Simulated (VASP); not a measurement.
# HfN (Fm-3m) in VASP: notebook

The runs below take HfN through electric field gradients, with PBE.

Everything below comes from runs of VASP 6.6.1. Logs are shortened: lines on timing, memory, paths and dates and some standing lists are left out, and cuts for length are marked.

### Step 1. The cell of the first run

Symmetry: Fm-3m, No. 225, cubic system. The conventional cell has a = 4.518 Å, b = 4.518 Å, c = 4.518 Å, α = 90.00°, β = 90.00°, γ = 90.00°. Within 3.0 Å of Hf (site symmetry m-3m) lie 6 N at 2.26 Å. Within 3.0 Å of N (site symmetry m-3m) lie 6 Hf at 2.26 Å.

### Step 2. Electric field gradients, PBE

Contents of INCAR:

```
SYSTEM = HfN
PREC = Accurate ; ENCUT = 520
EDIFF = 1E-8 ; ISMEAR = -1
SIGMA = 0.03 ; LREAL = .False.
LASPH = .True. ; NELM = 60
ALGO = Normal ; ISIF = 2
LWAVE = .False. ; LCHARG = .False.
GGA = PE ; LEFG = .True.
NBANDS = 14
```

Contents of KPOINTS:

```
regular mesh
0
Gamma
  10 10 10
  0 0 0
```

Contents of POSCAR:

```
HfN
1.0
    0.0000000000      2.2590000000      2.2590000000
    2.2590000000      0.0000000000      2.2590000000
    2.2590000000      2.2590000000      0.0000000000
Hf N
1 1
Direct
    0.0000000000      0.0000000000      0.0000000000
    0.5000000000      0.5000000000      0.5000000000
```

Potentials or basis: VASP PAW PBE potentials, release 64 (Hf_pv, N).

Launch:

```console
$ cat potpaw_PBE.64/Hf_pv/POTCAR potpaw_PBE.64/N/POTCAR > POTCAR
$ mpirun -np 1 vasp_std > vasp.out
```

OUTCAR:

```text
SYSTEM = HfN
   PREC = Accurate
   ENCUT = 520
   EDIFF = 1E-8
   ISMEAR = -1
   LREAL = .False.
   LASPH = .True.
   NELM = 60
   ISIF = 2
   GGA = PE

 ion  position               nearest neighbor table
   1  0.000  0.000  0.000-   2 2.26   2 2.26   2 2.26   2 2.26   2 2.26   2 2.26
   2  0.500  0.500  0.500-   1 2.26   1 2.26   1 2.26   1 2.26   1 2.26   1 2.26

  LATTYP: Found a face centered cubic cell.
 ALAT       =     4.5180000000

  Lattice vectors:

 A1 = (   0.0000000000,   2.2590000000,   2.2590000000)
 A2 = (   2.2590000000,   0.0000000000,   2.2590000000)
 A3 = (   2.2590000000,   2.2590000000,   0.0000000000)

Analysis of symmetry for initial positions (statically):
=====================================================================
 Subroutine PRICEL returns:
 Original cell was already a primitive cell.

 Routine SETGRP: Setting up the symmetry group for a
 face centered cubic supercell.

 Subroutine GETGRP returns: Found 48 space group operations
 (whereof 48 operations were pure point group operations)
 out of a pool of 48 trial point group operations.

The static configuration has the point symmetry O_h .

Analysis of symmetry for dynamics (positions and initial velocities):
=====================================================================
 Subroutine PRICEL returns:
 Original cell was already a primitive cell.

 Routine SETGRP: Setting up the symmetry group for a
 face centered cubic supercell.

 Subroutine GETGRP returns: Found 48 space group operations
 (whereof 48 operations were pure point group operations)
 out of a pool of 48 trial point group operations.

The dynamic configuration has the point symmetry O_h .

 Subroutine INISYM returns: Found 48 space group operations
 (whereof 48 operations are pure point group operations),
 and found     1 'primitive' translations

----------------------------------------------------------------------------------------

                                     Primitive cell

  volume of cell :      23.0557

  direct lattice vectors                    reciprocal lattice vectors
     0.000000000  2.259000000  2.259000000    -0.221336875  0.221336875  0.221336875
     2.259000000  0.000000000  2.259000000     0.221336875 -0.221336875  0.221336875
     2.259000000  2.259000000  0.000000000     0.221336875  0.221336875 -0.221336875

  length of vectors
     3.194708437  3.194708437  3.194708437     0.383366713  0.383366713  0.383366713

  position of ions in fractional coordinates (direct lattice)
     0.000000000  0.000000000  0.000000000
     0.500000000  0.500000000  0.500000000

  ion indices of the primitive-cell ions
   primitive index   ion index
                 1           1
                 2           2

----------------------------------------------------------------------------------------

 KPOINTS: regular mesh

Automatic generation of k-mesh.
 Grid dimensions read from file:
 generate k-points for:   10   10   10

 Generating k-lattice:

  Cartesian coordinates                     Fractional coordinates (reciprocal lattice)
    -0.022133687  0.022133687  0.022133687     0.100000000  0.000000000  0.000000000
     0.022133687 -0.022133687  0.022133687     0.000000000  0.100000000  0.000000000
     0.022133687  0.022133687 -0.022133687     0.000000000  0.000000000  0.100000000

  Length of vectors
     0.038336671  0.038336671  0.038336671

  Shift w.r.t. Gamma in fractional coordinates (k-lattice)
     0.000000000  0.000000000  0.000000000

 Subroutine IBZKPT returns following result:
 ===========================================

 Found     47 irreducible k-points:

 Following reciprocal coordinates:
            Coordinates               Weight
  0.000000  0.000000  0.000000      1.000000
  0.100000  0.000000  0.000000      8.000000
  0.200000  0.000000  0.000000      8.000000
  0.300000  0.000000  0.000000      8.000000
  0.400000  0.000000  0.000000      8.000000
  0.500000  0.000000  0.000000      4.000000
[... 16 lines left out ...]
  0.300000  0.300000  0.000000      6.000000
  0.400000  0.300000  0.000000     24.000000
 [... further k-points ...]
   k-points           NKPTS =     47   k-points in BZ     NKDIM =     47   number of bands    NBANDS=     14
   number of dos      NEDOS =    301   number of ions     NIONS =      2
   total plane-waves  NPLWV =  13824
   dimension x,y,z NGX =    24 NGY =   24 NGZ =   24
   dimension x,y,z NGXF=    48 NGYF=   48 NGZF=   48
   ions per type =               1   1
   NGX,Y,Z   is equivalent  to a cutoff of  12.49, 12.49, 12.49 a.u.
   NGXF,Y,Z  is equivalent  to a cutoff of  24.98, 24.98, 24.98 a.u.
 SYSTEM =  HfN
   PREC   = accura    normal or accurate (medium, high low for compatibility)
   ISTART =      0    job   : 0-new  1-cont  2-samecut
   ICHARG =      2    charge: 1-file 2-atom 10-const
   ISPIN  =      1    spin polarized calculation?
   LNONCOLLINEAR =      F non collinear calculations
   LSORBIT =      F    spin-orbit coupling
   LASPH  =      T    aspherical Exc in radial PAW
   ENCUT  =  520.0 eV  38.22 Ry    6.18 a.u.   5.94  5.94  5.94*2*pi/ulx,y,z
   NELM   =     60;   NELMIN=  2; NELMDL= -5     # of ELM steps
   EDIFF  = 0.1E-07   stopping-criterion for ELM
   LREAL  =      F    real-space projection
   EDIFFG = 0.1E-06   stopping-criterion for IOM
   NSW    =      0    number of steps for IOM
   IBRION =     -1    ionic relax: 0-MD 1-quasi-New 2-CG
   NFREE  =      0    steps in history (QN), initial steepest desc. (CG)
   ISIF   =      2    stress and relaxation
   ISYM   =      2    0-nonsym 1-usesym 2-fastsym
   POTIM  = 0.5000    time-step for ionic-motion
   TEBEG  =    0.0;   TEEND  =   0.0 temperature during run
   PSTRESS=    0.0 pullay stress
   NELECT =      15.0000    total number of electrons
   NUPDOWN=      -1.0000    fix difference up-down
   EMIN   =  10.00;   EMAX   =-10.00  energy-range for DOS
   EFERMI =   0.00;   METHOD = LEGACY
   ISMEAR =    -1;   SIGMA  =   0.03  broadening in eV -4-tet -1-fermi 0-gaus
   EFERMI_NEDOS =   21; number of points for ismear=-14 and -15
   IALGO  =     38    algorithm
   IMIX   =      4    mixing-type and parameters
     AMIX     =   0.40;   BMIX     =  1.00
     AMIX_MAG =   1.60;   BMIX_MAG =  1.00
  volume/ion in A,a.u.               =      11.53        77.79
  Fermi-wavevector in a.u.,A,eV,Ry     =   1.418553  2.680677 27.378918  2.012294
  Thomas-Fermi vector in A             =   2.539667
   LORBIT       =      0    0 simple, 1 ext, 2 COOP (PROOUT), +10 PAW based schemes
   GGA     = PE    functional components
   LHFCALC =     F    Hartree Fock is set to
   AEXX    =    0.0000 exact exchange contribution
   IVDW    =     0    specifies the selected vdW correction
   LEPSILON=     F    determine dielectric tensor
   LRPA    =     F    only Hartree local field effects (RPA)
 non-spin polarized calculation
  energy-cutoff  :      520.00
  volume of cell :       23.06
 maximum number of plane-waves:       636
   NGX = 11   NGY = 11   NGZ = 11

 number of electron      15.0000000 magnetization

 Free energy of the ion-electron system (eV)
  ---------------------------------------------------
  ext. energy  EPLUGINS =         0.00000000
  ---------------------------------------------------
  free energy    TOTEN  =       -21.74855402 eV

  energy without entropy =      -21.74589505  energy(sigma->0) =      -21.74722454

 E-fermi :   8.4218     XC(G=0): -12.7322

 val. band max:        8.3791974572   @ k =  -0.4000   0.3000   0.0000
 cond. band min:       8.4350358651   @ k =  -0.1000   0.1000   0.0000
 fundamental gap:      0.0558384078
 Fermi energy:         8.4218076188

 k-point     1 :       0.0000    0.0000    0.0000
  band No.  band energies     occupation
      1     -22.7619      2.00000
      2     -22.7619      2.00000
      3     -22.7619      2.00000
      4      -9.1295      2.00000
      5       5.3513      2.00000
      6       5.3513      2.00000
      7       5.3513      2.00000
      8       8.0407      1.99999
      9       8.0407      1.99999
     10       8.0407      1.99999
     11      10.1798      0.00000
     12      10.3567      0.00000
     13      10.3567      0.00000
     14      17.9512      0.00000

 k-point     2 :       0.1000    0.0000    0.0000
  band No.  band energies     occupation
      1     -22.8623      2.00000
      2     -22.7703      2.00000
      3     -22.7703      2.00000
      4      -8.9018      2.00000
      5       4.4323      2.00000
      6       4.8111      2.00000
      7       4.8111      2.00000
      8       8.2642      1.98958
      9       8.3661      1.73008
     10       8.3661      1.73008
     11      10.8819      0.00000
     12      11.0917      0.00000
     13      11.0917      0.00000
     14      18.7166      0.00000

 k-point     3 :       0.2000    0.0000    0.0000
  band No.  band energies     occupation
      1     -23.1149      2.00000
      2     -22.7921      2.00000
      3     -22.7921      2.00000
      4      -8.2900      2.00000
      5       2.7635      2.00000
      6       3.8214      2.00000
      7       3.8214      2.00000
      8       8.6456      0.00115
      9       9.1798      0.00000
     10       9.1798      0.00000
     11      12.3325      0.00000
     12      12.7541      0.00000
     13      12.7541      0.00000
     14      20.5339      0.00000
[... 324 lines left out ...]
 k-point    23 :       0.3000    0.3000    0.0000
  band No.  band energies     occupation
      1     -23.3261      2.00000
      2     -22.9644      2.00000
      3     -22.9644      2.00000
      4      -7.8464      2.00000
      5       1.5657      2.00000
      6       4.5093      2.00000
      7       4.5093      2.00000
      8       5.4771      2.00000
      9      11.6390      0.00000
     10      12.1311      0.00000
     11      12.4775      0.00000
     12      12.4775      0.00000
     13      17.3678      0.00000
     14      20.5927      0.00000

 k-point    24 :       0.4000    0.3000    0.0000
  band No.  band energies     occupation
      1     -23.4345      2.00000
      2     -23.0252      2.00000
      3     -22.9963      2.00000
      4      -7.7359      2.00000
      5       1.7787      2.00000
      6       3.7691      2.00000
      7       4.2502      2.00000
      8       5.9127      2.00000
      9      12.4712      0.00000
     10      12.9559      0.00000
     11      13.1313      0.00000
     12      13.1965      0.00000
     13      17.5319      0.00000
     14      19.7207      0.00000

 [... further k-points ...]
[... 5 lines left out ...]
  --------------------------------------------------------------------------------------
  -------------------------------------------------------------------------------------
  Total        0.4399409      0.4399409      0.4399409      0.0000000      0.0000000      0.0000000
  in kB       30.5721660     30.5721660     30.5721660      0.0000000      0.0000000      0.0000000
  external PRESSURE =      30.5721660 kB  Pullay stress =       0.0000000 kB

 VOLUME and BASIS-vectors are now :
 -----------------------------------------------------------------------------
  energy-cutoff  :      520.00
  volume of cell :       23.06
      direct lattice vectors                 reciprocal lattice vectors
     0.000000000  2.259000000  2.259000000    -0.221336875  0.221336875  0.221336875
     2.259000000  0.000000000  2.259000000     0.221336875 -0.221336875  0.221336875
     2.259000000  2.259000000  0.000000000     0.221336875  0.221336875 -0.221336875

 POSITION                                       TOTAL-FORCE (eV/Angst)
 -----------------------------------------------------------------------------------
      0.00000      0.00000      0.00000         0.000000     -0.000000     -0.000000
      2.25900      2.25900      2.25900        -0.000000      0.000000      0.000000
 -----------------------------------------------------------------------------------
    total drift:                                0.000000     -0.000000     -0.000000

  FREE ENERGIE OF THE ION-ELECTRON SYSTEM (eV)
  ---------------------------------------------------
  free  energy   TOTEN  =       -21.7485540220 eV

  energy  without entropy=      -21.7458950519  energy(sigma->0) =      -21.74722454

 Electric field gradients (V/A^2)
---------------------------------------------------------------------
 ion       V_xx      V_yy      V_zz      V_xy      V_xz      V_yz
---------------------------------------------------------------------
   1      -0.000    -0.000     0.000    -0.000    -0.000    -0.000
   2      -0.000    -0.000    -0.000     0.001     0.001     0.001
---------------------------------------------------------------------

 Electric field gradients after diagonalization (V/A^2)
 (convention: |V_zz| > |V_xx| > |V_yy|)
----------------------------------------------------------------------
 ion       V_xx      V_yy      V_zz     asymmetry (V_yy - V_xx)/ V_zz
----------------------------------------------------------------------
   1       0.000     0.000    -0.001       0.000
   2      -0.001    -0.001     0.002       0.000
----------------------------------------------------------------------

           NMR quadrupolar parameters

 Cq : quadrupolar parameter    Cq=e*Q*V_zz/h
 eta: asymmetry parameters     (V_yy - V_xx)/ V_zz
 Q  : nuclear electric quadrupole moment in mb (millibarn)
----------------------------------------------------------------------
 ion       Cq(MHz)       eta       Q (mb)
----------------------------------------------------------------------
   1      -0.000       0.000       1.000
   2       0.000       0.000       1.000
----------------------------------------------------------------------
```

It took 9.7 s on 1 thread of AMD EPYC 9R45 (Zen 5), shared host; peak memory 0.12 GiB.

What came out:

```yaml
Free_energy: -21.7486 eV
Pressure: 3.1 GPa
```

Caveat: without QUAD_EFG the Cq values of the log hold for a quadrupole moment of 1 mb, not for the nuclei; spin-orbit coupling is left out, which moves the levels of the heavy elements.

(Continued in part 2 of 2.)
